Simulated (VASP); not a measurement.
Input of a VASP 6.6.1 run:

The input POSCAR:

```
NaCl
1.0
    0.0000000000      2.8589743829      2.8589743829
    2.8589743829      0.0000000000      2.8589743829
    2.8589743829      2.8589743829      0.0000000000
Na Cl
1 1
Direct
    0.0000000000      0.0000000000      0.0000000000
    0.5000000000      0.5000000000      0.5000000000
```

Contents of INCAR.step1:

```
  PREC = Accurate
  ENCUT = 520
  ISMEAR = 0
  SIGMA = 0.02
  LREAL = F
  LASPH = T
  NELM = 100
  NBANDS = 14
  GGA = PE
  ALGO = Normal
  EDIFF = 1E-4
  LWAVE = T
  LCHARG = F
```

File INCAR.step2:

```
  PREC = Accurate
  ENCUT = 520
  EDIFF = 1E-7
  ISMEAR = 0
  SIGMA = 0.02
  LREAL = F
  LASPH = T
  NELM = 100
  ALGO = Normal
  ISIF = 2
  LWAVE = F
  LCHARG = F
  METAGGA = R2SCAN
  LMIXTAU = T
  NBANDS = 14
  ISTART = 1
```

Contents of KPOINTS:

```
regular mesh
0
Gamma
  8 8 8
```

Potentials or basis: VASP PAW PBE potentials, release 64 (Na_pv, Cl).

Launch:

```console
$ cat potpaw_PBE.64/Na_pv/POTCAR potpaw_PBE.64/Cl/POTCAR > POTCAR
$ cp INCAR.step1 INCAR
$ mpirun -np 1 vasp_std > vasp.out
$ cp INCAR.step2 INCAR
$ mpirun -np 1 vasp_std > vasp.out
```

(1) Estimate the pressure.

(2) Estimate the band gap on the k mesh.

Answers

(1) -1.6 GPa.

(2) 5.76 eV, direct.

Caveat: the PAW data sets were made with another functional, which shifts forces and pressure a little.
